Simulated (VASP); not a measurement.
Runs of VASP 6.6.1 on B. The structure is that of space group P6_122 (No. 178), or close to it. The cells are those of the table. 

```csv
task,cell,k mesh,cutoff (eV),gap on the mesh (eV),pressure (GPa),relaxed volume (Å³/atom),largest force (eV/Å)
single point,"a = 3.222, b = 3.222, c = 4.905 Å, angles 90.0, 90.0, 120.0°, 6 atoms",12 × 12 × 8,520,none,(a),-,-
single point,"a = 3.867, b = 3.867, c = 3.661 Å, angles 90.0, 90.0, 120.0°, 6 atoms",6 × 6 × 6,520,none,30.0,-,1.35
single point,"a = 3.203, b = 3.203, c = 4.923 Å, angles 90.0, 90.0, 120.0°, 6 atoms",6 × 6 × 6,520,none,0.1,-,-
relaxation of cell and atoms,"relaxed from a = 3.867, b = 3.867, c = 3.661 Å, angles 90.0, 90.0, 120.0°, 6 atoms",6 × 6 × 6,600,none,0.2,(b),0.01
relaxation of cell and atoms,"relaxed from a = 3.203, b = 3.203, c = 4.923 Å, angles 90.0, 90.0, 120.0°, 6 atoms",12 × 12 × 8,600,none,-0.1,7.34,0.01
```

Alike in all rows: level PBE; potentials or basis VASP PAW PBE potentials, release 64 (B); no spin polarisation; smearing gaussian 0.1 eV.

**Question.** Fill in the values left out.

**Answer.** (a) 0.0; (b) 7.30.

Caveats: some runs use coarse meshes; forces of over 1 eV/Å act on the atoms, so gaps and moduli don't describe the material at rest (some runs).

A gap of «none» marks levels without a gap at the run's occupations.
